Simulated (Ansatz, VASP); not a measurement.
# Two plane-wave programs on NbCl

INCAR

```
SYSTEM = NbCl
ALGO     = Normal         ! electronic algorithm
EDIFF    = 1E-7           ! SCF threshold, eV
EDIFFG   = -0.04          ! ionic threshold
ENCUT    = 600            ! plane-wave cutoff, eV
GGA      = PE             ! functional
IBRION   = 2              ! ionic algorithm
ISIF     = 3              ! what is computed and relaxed
ISMEAR   = 0              ! smearing method
ISPIN    = 2              ! spin polarisation
LASPH    = .TRUE.         ! aspherical terms in the spheres
LCHARG   = .FALSE.        ! write CHGCAR
LMAXMIX  = 4              ! l up to which the mixer works
LORBIT   = 11             ! projections on sites
LREAL    = .FALSE.        ! projectors in reciprocal space
LWAVE    = .FALSE.        ! write WAVECAR
MAGMOM   = 0.71 0         ! initial moments
NELM     = 150            ! most SCF steps
NSW      = 90             ! ionic steps
PREC     = Accurate       ! precision mode
SIGMA    = 0.1            ! smearing width, eV
```

File KPOINTS:

```
k-points
0
G
  6 6 4
  0 0 0
```

File POSCAR:

```
NbCl
1.0
    3.2187185193      0.0000000000      0.0000000000
    0.0000000000      3.2187185193      0.0000000000
    0.0000000000      0.0000000000      4.2188203449
Nb Cl
1 1
Direct
    0.5000000000      0.5000000000      0.5000000000
    0.0000000000      0.0000000000      0.0000000000
```

Input for Ansatz:

```yaml
crystal:
  lattice:
    - [3.2187185193, 0.0, 0.0]
    - [0.0, 3.2187185193, 0.0]
    - [0.0, 0.0, 4.2188203449]
  atoms:
    - { symbol: Nb, position: [0.5, 0.5, 0.5], spin: 0.71 }
    - { symbol: Cl, position: [0.0, 0.0, 0.0] }
basis:
  ecutwfc: 420
kpoints:
  mp_grid: { grid: [6, 6, 4] }
hamiltonian:
  xc: pbe
scf:
  occupations: { method: gaussian, width: 0.1 }
  lower_state_search: "off"
output:
  forces: true
  stress: true
  eigenvalues: true
  populations: true
magnetization:
  spin_polarized: true
relax:
  adjacent_minimum: "off"
  f_tol: 0.04
  max_steps: 70
  cell: { stress_tol: 0.4 }
```

Alike in both runs: task relaxation of cell and atoms; functional PBE; k mesh 6 × 6 × 4; occupations gaussian, width 0.1 eV; collinear spin.

|  | VASP | Ansatz |
| --- | --- | --- |
| version | VASP 6.6.1 | Ansatz 0.2.0 |
| potentials or method | VASP PAW PBE potentials, release 64 (Nb_sv, Cl), cutoff 600 eV | scalar-relativistic, plane waves, PAW |
| valence electrons in the cell | 20 | 20 |

```csv
,VASP,Ansatz,Ansatz less VASP
"gap on the k mesh at the Fermi level, each at its own relaxed structure (eV)",none,none,-
net moment per atom (μB),0.00,0.00,0.000
relaxed volume (Å³/atom),16.55,16.55,+0.004
relaxed length of the cell vector where the two differ most in proportion (Å),3.806,3.803,-0.0032
```

A gap of «none» marks a metal or a gap that the smearing closes. Ansatz's warnings: seeded moment not kept.

The k mesh is coarse, so the values compare programs but aren't converged. Noted on VASP's run: the volume moved by over 15 % at a fixed basis, so the end points are rough.
